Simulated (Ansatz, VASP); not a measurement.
# One calculation of Si63O, two programs

```
CELL_PARAMETERS angstrom
6.65089 6.65089 3.84477
-9.97633 3.32544 1.92239
3.32544 -9.97633 9.61193
ATOMIC_POSITIONS crystal
O 0.06471 0.83404 0.93287
Si 0.37390 0.70886 0.70697
Si 0.13875 0.70981 0.20678
Si 0.63376 0.45558 0.45521
Si 0.89090 0.20014 0.20157
Si 0.38477 0.45661 0.95586
Si 0.63584 0.20079 0.70714
Si 0.13316 0.45673 0.45552
Si 0.39033 0.21271 0.20120
Si 0.13368 0.20028 0.70216
Si 0.88538 0.95533 0.44824
Si 0.63827 0.96482 0.95668
Si 0.87609 0.69910 0.70696
Si 0.38377 0.95591 0.46270
Si 0.63149 0.71411 0.20250
Si 0.88473 0.45694 0.95443
Si 0.11927 0.55214 0.04586
Si 0.36528 0.29501 0.79581
Si 0.62099 0.04580 0.54656
Si 0.12208 0.29726 0.29708
Si 0.34949 0.06346 0.03441
Si 0.11602 0.04439 0.54159
Si 0.87085 0.80131 0.28474
Si 0.60966 0.79950 0.79548
Si 0.86663 0.54494 0.54641
Si 0.36921 0.80224 0.30076
Si 0.61481 0.54652 0.04771
Si 0.09502 0.77835 0.81467
Si 0.36629 0.55088 0.54762
Si 0.87069 0.28857 0.79995
Si 0.62377 0.30102 0.29430
Si 0.88158 0.04364 0.03925
Si 0.07336 0.13848 0.96302
Si 0.27672 0.88705 0.72154
Si 0.54841 0.63835 0.45834
Si 0.05547 0.88629 0.19201
Si 0.30003 0.63916 0.95683
Si 0.04414 0.63782 0.45649
Si 0.80454 0.38557 0.20479
Si 0.54188 0.37937 0.70418
Si 0.79445 0.13454 0.45306
Si 0.30081 0.39462 0.20958
Si 0.54807 0.14387 0.95785
Si 0.04153 0.37682 0.70515
Si 0.29616 0.13316 0.45299
Si 0.79738 0.88464 0.70809
Si 0.53594 0.89210 0.20307
Si 0.78367 0.62717 0.95179
Si 0.20076 0.60812 0.79616
Si 0.45352 0.36637 0.54447
Si 0.70717 0.11807 0.29228
Si 0.20877 0.37490 0.04948
Si 0.45416 0.11599 0.79623
Si 0.21329 0.11732 0.29076
Si 0.96153 0.85167 0.02294
Si 0.71391 0.86868 0.54561
Si 0.95801 0.62142 0.29437
Si 0.44520 0.88143 0.04206
Si 0.69288 0.61336 0.79325
Si 0.20182 0.86831 0.55426
Si 0.46155 0.62575 0.29897
Si 0.95525 0.36540 0.54570
Si 0.71055 0.37271 0.04781
Si 0.96997 0.11098 0.80065
```

Alike in both runs: task single point; functional PBE; k mesh 1 × 1 × 1; occupations gaussian, width 0.05 eV; collinear spin.

|  | VASP | Ansatz |
| --- | --- | --- |
| version | VASP 6.6.1 | Ansatz 0.2.0 |
| potentials or method | VASP PAW PBE potentials, release 64 (O, Si), cutoff 520 eV | scalar-relativistic, plane waves, PAW |
| valence electrons in the cell | 258 | 258 |

```tsv
	VASP	Ansatz	Ansatz less VASP
gap on the k mesh at the Fermi level (eV)	0.87	0.87	+0.002
rms of the force components (eV/Å)	0.006	0.005	-0.0011
net moment per atom (μB)	0.00	0.00	0.000
```

Atom by atom the forces differ by 0.004 eV/Å (rms over components). Ansatz's warnings: seeded moment not kept.
